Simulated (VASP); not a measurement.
# NaW (P6/mmm) in VASP: notebook, part 2 of 2

VASP 6.6.1. The steps go on from the part before.

## Step 3: Single point, PBE

This run uses another cell than the first one, of 19.51 Å³/atom.

File INCAR:

```
ALGO = Fast
EDIFF = 1E-6
ENCUT = 520
GGA = PE
ISIF = 2
ISMEAR = 0
LASPH = T
LCHARG = F
LREAL = F
LWAVE = F
NBANDS = 18
NELM = 80
PREC = Accurate
SIGMA = 0.1
```

File KPOINTS:

```
k-points
0
Gamma
  24 24 10
```

File POSCAR:

```
NaW
1.0
    2.7543229256      0.0000000000      0.0000000000
   -1.3771614628      2.3853136238      0.0000000000
    0.0000000000      0.0000000000      5.9384951921
Na W
1 1
Direct
    0.0000000000      0.0000000000      0.5000000000
    0.0000000000      0.0000000000      0.0000000000
```

Potentials or basis: VASP PAW PBE potentials, release 64 (Na_pv, W_sv).

The run is started by

```console
> cat potpaw_PBE.64/Na_pv/POTCAR potpaw_PBE.64/W_sv/POTCAR > POTCAR
> mpirun -np 1 vasp_std > vasp.out
```

OUTCAR:

```text
EDIFF = 1E-6
   ENCUT = 520
   GGA = PE
   ISIF = 2
   ISMEAR = 0
   LASPH = T
   LREAL = F
   NELM = 80
   PREC = Accurate

 ion  position               nearest neighbor table
   1  0.000  0.000  0.500-   2 2.97   2 2.97
   2  0.000  0.000  0.000-   1 2.97   1 2.97

  LATTYP: Found a hexagonal cell.
 ALAT       =     2.7543229256
 C/A-ratio  =     2.1560635236

  Lattice vectors:

 A1 = (   2.7543229256,   0.0000000000,   0.0000000000)
[... 688 lines left out ...]

 [... further k-points ...]

------------------------ aborting loop because EDIFF is reached ----------------------------------------

  FORCE on cell =-STRESS in cart. coord.  units (eV):
  Direction    XX          YY          ZZ          XY          YZ          ZX
  --------------------------------------------------------------------------------------
  -------------------------------------------------------------------------------------
  Total        0.0667359      0.0667359      0.0036722      0.0000000     -0.0000000      0.0000000
  in kB        2.7405219      2.7405219      0.1507983      0.0000000     -0.0000000      0.0000000
  external PRESSURE =       1.8772807 kB  Pullay stress =       0.0000000 kB

 VOLUME and BASIS-vectors are now :
 -----------------------------------------------------------------------------
  energy-cutoff  :      520.00
  volume of cell :       39.02
      direct lattice vectors                 reciprocal lattice vectors
     2.754322926  0.000000000  0.000000000     0.363065634  0.209616042  0.000000000
    -1.377161463  2.385313624  0.000000000     0.000000000  0.419232083  0.000000000
     0.000000000  0.000000000  5.938495192     0.000000000  0.000000000  0.168392828

 POSITION                                       TOTAL-FORCE (eV/Angst)
 -----------------------------------------------------------------------------------
      0.00000      0.00000      2.96925         0.000000      0.000000      0.000000
      0.00000      0.00000      0.00000        -0.000000      0.000000      0.000000
 -----------------------------------------------------------------------------------
    total drift:                               -0.000000     -0.000000      0.000000

  FREE ENERGIE OF THE ION-ELECTRON SYSTEM (eV)
  ---------------------------------------------------
  free  energy   TOTEN  =       -12.0366202443 eV

  energy  without entropy=      -12.0265953363  energy(sigma->0) =      -12.03160779
```

OSZICAR:

```text
N       E                     dE             d eps       ncg     rms          rms(c)
DAV:   1     0.176267122452E+03    0.17627E+03   -0.11106E+04 13208   0.134E+03
DAV:   2    -0.622685354025E+01   -0.18249E+03   -0.17799E+03 14852   0.379E+02
DAV:   3    -0.126426301175E+02   -0.64158E+01   -0.63391E+01 15090   0.728E+01
DAV:   4    -0.127244092537E+02   -0.81779E-01   -0.81678E-01 14770   0.872E+00
DAV:   5    -0.127257584818E+02   -0.13492E-02   -0.13492E-02 14528   0.118E+00    0.148E+01
RMM:   6    -0.121779139179E+02    0.54784E+00   -0.52621E-01 14568   0.507E+00    0.575E+00
RMM:   7    -0.120452781461E+02    0.13264E+00   -0.31886E-01 14933   0.396E+00    0.695E-01
RMM:   8    -0.120375518421E+02    0.77263E-02   -0.14620E-02 15868   0.116E+00    0.244E-01
RMM:   9    -0.120365668049E+02    0.98504E-03   -0.43087E-03 17100   0.611E-01    0.121E-01
RMM:  10    -0.120366113440E+02   -0.44539E-04   -0.74880E-04 18777   0.253E-01    0.134E-02
RMM:  11    -0.120366189341E+02   -0.75901E-05   -0.11321E-04 19078   0.998E-02    0.698E-03
RMM:  12    -0.120366202390E+02   -0.13049E-05   -0.23871E-05 18255   0.454E-02    0.326E-03
RMM:  13    -0.120366202443E+02   -0.53528E-08   -0.49477E-06 15627   0.220E-02
   1 F= -.12036620E+02 E0= -.12031608E+02  d E =-.100249E-01
```

stdout:

```text
POSCAR found type information on POSCAR NaW
 POSCAR found :  2 types and       2 ions
 scaLAPACK will be used
 LDA part: xc-table for (Slater+PW92), standard interpolation
 POSCAR, INCAR and KPOINTS ok, starting setup
 FFT: planning ... GRIDC
 FFT: planning ... GRID_SOFT
 FFT: planning ... GRID
 WAVECAR not read
 entering main loop
```

Run time: 3.4 min. Hardware: 1 thread of Oxide Virtual Turin-like, shared host; peak memory 0.31 GiB.

What came out:

```yaml
Free_energy: -12.0366 eV
Pressure: 0.2 GPa
Band_gap_on_the_k_mesh: zero (an odd number of electrons rules out a gap without spin polarisation)
```

Stress tensor (GPa, compression positive):
```
0.27 0.00 0.00
0.00 0.27 0.00
0.00 0.00 0.02
```

Caveat: spin-orbit coupling is left out, which moves the levels of the heavy elements.

## Step 4: Relaxation of cell and atoms, PBE

This run uses another cell than the first one, of 19.55 Å³/atom.

File INCAR:

```
  PREC = Accurate
  ENCUT = 600
  EDIFF = 1E-6
  ISMEAR = 0
  SIGMA = 0.1
  LREAL = F
  LASPH = T
  NELM = 100
  ALGO = Fast
  ISIF = 3
  LWAVE = F
  LCHARG = F
  GGA = PE
  IBRION = 2
  NSW = 100
  EDIFFG = -0.01
```

File KPOINTS:

```
Automatic mesh
0
Gamma
  24 24 10
```

File POSCAR:

```
NaW
1.0
    2.7596083811      0.0000000000      0.0000000000
   -1.3798041906      2.3898909625      0.0000000000
    0.0000000000      0.0000000000      5.9289688875
Na W
1 1
Direct
    0.0000000000      0.0000000000      0.5000000000
    0.0000000000      0.0000000000      0.0000000000
```

The run is started by

```console
> cat potpaw_PBE.64/Na_pv/POTCAR potpaw_PBE.64/W_sv/POTCAR > POTCAR
> mpirun -np 1 vasp_std > vasp.out
```

Run time: 9 min. Hardware: 1 thread of Oxide Virtual Turin-like, shared host; peak memory 0.36 GiB.

Results (log left out):

* Free energy: -12.0368 eV
* Relaxed volume: 19.53 Å³/atom
* Relaxed cell: a = 2.756 Å, b = 2.756 Å, c = 5.938 Å, α = 90.00°, β = 90.00°, γ = 120.00°
* Space group after relaxing (to 0.1 Å): P6/mmm (No. 191)
* Energy gained by relaxing: 0.1 meV/atom
* Ionic steps: 3
* Pressure after relaxing: 0.1 GPa
* Band gap on the k mesh: zero (an odd number of electrons rules out a gap without spin polarisation)

Step by step:
| step | energy change (eV) | largest force (eV/Å) | pressure (GPa) | volume (Å³) |
| --- | --- | --- | --- | --- |
| 1 | 0.0000 | 0.0000 | -0.13 | 39.10 |
| 2 | -0.0001 | 0.0000 | 0.24 | 39.01 |
| 3 | -0.0002 | 0.0000 | 0.05 | 39.05 |

Final structure:
```
CELL_PARAMETERS angstrom
2.75584 0.00000 0.00000
-1.37792 2.38663 0.00000
0.00000 0.00000 5.93755
ATOMIC_POSITIONS crystal
Na 0.00000 0.00000 0.50000
W 0.00000 0.00000 0.00000
```

Levels at points of the mesh, in eV from the Fermi level:
```
           k point  band 8  band 9  band 10  band 11  band 12  band 13  band 14
(0.00, 0.00, 0.00)   -7.15   -3.65    -1.09    -0.05    -0.05     1.78     3.31
(0.50, 0.00, 0.00)   -4.47   -2.85    -0.22     1.16     2.06     5.39     5.51
(0.00, 0.00, 0.50)   -6.92   -3.59    -2.44    -0.05    -0.05     3.32     3.32
(0.50, 0.00, 0.50)   -4.45   -2.93     0.19     1.88     2.07     3.27     4.19
```

Caveat: spin-orbit coupling is left out, which moves the levels of the heavy elements.

## Step 5: Overview

```tsv
task	cell	k mesh	cutoff (eV)	gap on the mesh (eV)	pressure (GPa)	relaxed volume (Å³/atom)
relaxation of cell and atoms	relaxed from a = 2.668, b = 2.668, c = 6.717 Å, angles 90.0, 90.0, 120.0°, 2 atoms	6 × 6 × 4	600	none	0.0	19.57
single point	a = 2.754, b = 2.754, c = 5.938 Å, angles 90.0, 90.0, 120.0°, 2 atoms	24 × 24 × 10	520	none	0.2	-
relaxation of cell and atoms	relaxed from a = 2.760, b = 2.760, c = 5.929 Å, angles 90.0, 90.0, 120.0°, 2 atoms	24 × 24 × 10	600	none	0.1	19.53
```

Alike in all rows: level PBE; potentials or basis VASP PAW PBE potentials, release 64 (Na_pv, W_sv); no spin polarisation; smearing gaussian 0.1 eV.

Caveats: some runs use coarse meshes; spin-orbit coupling is left out, which moves the levels of the heavy elements.

Total energies depend on the potentials used, so only differences within one code and one set of settings carry meaning.
